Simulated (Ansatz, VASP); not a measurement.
**LiPS3: VASP beside Ansatz**

```
Li P S
1.0
     1.87337   -6.03100    0.00000
     1.87337    6.03100    0.00000
     0.00000    0.00000    9.08470
Li P S
2 2 6
Direct
  0.25349 0.74651 0.75000
  0.74651 0.25349 0.25000
  0.00000 0.00000 0.50000
  0.00000 0.00000 0.00000
  0.64150 0.35850 0.56110
  0.35850 0.64150 0.06110
  0.35850 0.64150 0.43890
  0.64150 0.35850 0.93890
  0.91650 0.08350 0.75000
  0.08350 0.91650 0.25000
```

Alike in both runs: task single point; functional PBE; k mesh 6 × 6 × 2; occupations gaussian, width 0.1 eV; no spin polarisation.

|  | VASP | Ansatz |
| --- | --- | --- |
| version | VASP 6.6.1 | Ansatz 0.2.0 |
| potentials or method | VASP PAW PBE potentials, release 64 (Li_sv, P, S), cutoff 520 eV | scalar-relativistic, plane waves, PAW |
| valence electrons in the cell | 52 | 52 |

Ansatz gave:

```
gap on the k mesh at the Fermi level (eV) : none
rms of the force components (eV/Å)        : 0.422
```

Question: Which values does VASP return?

Answer: gap on the k mesh at the Fermi level (eV): none; rms of the force components (eV/Å): 0.426.

Atom by atom the forces differ by 0.004 eV/Å (rms over components). A gap of «none» marks a metal or a gap that the smearing closes.

Noted on VASP's run: the cutoff is under 1.25 times that of the potentials, so the pressure is a little rough.
